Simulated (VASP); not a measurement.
Write the native input for VASP 6.6.1 that does the following.

| Quantity | Value |
| --- | --- |
| Task | single point |
| Functional | PBE |
| Dispersion | D3(BJ) |
| Potentials or basis | VASP PAW PBE potentials, release 64 (Se, Pt) |
| Cutoff | 520 eV |
| k mesh | 9 × 9 × 1 |
| Occupations | gaussian, width 0.05 eV |
| Spin | no spin polarisation |
| Dipole correction | yes |
| Further INCAR settings | ALGO = Normal; EDIFF = 1e-06; NBANDS = 31 |

The structure of PtSe2 lies in POSCAR:

```
PtSe2
1.0
    3.7070358307      0.0000000000      0.0000000000
   -1.8535179153      3.2103872021      0.0000000000
    0.0000000000      0.0000000000     22.7981611688
Se Pt
4 2
Direct
    0.6666666667      0.3333333333      0.1973843402
    0.3333333333      0.6666666667      0.3135814565
    0.6666666667      1.3333333333      0.4499959672
    1.0000000000      1.0000000000      0.5661930834
    0.0000000000      0.0000000000      0.2554828983
    1.3333333333      1.6666666667      0.5080945253
```

These files were run (other wordings do the same):

INCAR

```
  PREC = Accurate
  ENCUT = 520
  EDIFF = 1E-6
  ISMEAR = 0
  SIGMA = 0.05
  LREAL = F
  LASPH = T
  NELM = 100
  ALGO = Normal
  ISIF = 2
  LWAVE = F
  LCHARG = F
  LDIPOL = T
  IDIPOL = 3
  DIPOL = 0.5 0.5 0.382
  GGA = PE
  IVDW = 12
  NBANDS = 31
```

KPOINTS

```
regular mesh
0
Gamma
  9 9 1
```

Potentials or basis: VASP PAW PBE potentials, release 64 (Se, Pt).

The run is started by

```bash
$ cat potpaw_PBE.64/Se/POTCAR potpaw_PBE.64/Pt/POTCAR > POTCAR
$ mpirun -np 1 vasp_std > vasp.out
```

Results of the run:

The largest force is 0.118 eV/Å. The band gap on the k mesh is 0.82 eV (least direct gap 1.15 eV). The dispersion energy per atom is -0.357 eV.

Caveat: spin-orbit coupling is left out, which moves the levels of the heavy elements.

Wall time 120 s on 1 thread of Intel(R) Xeon(R) Platinum 8488C (Sapphire Rapids) (shared host), peak memory 0.41 GiB.
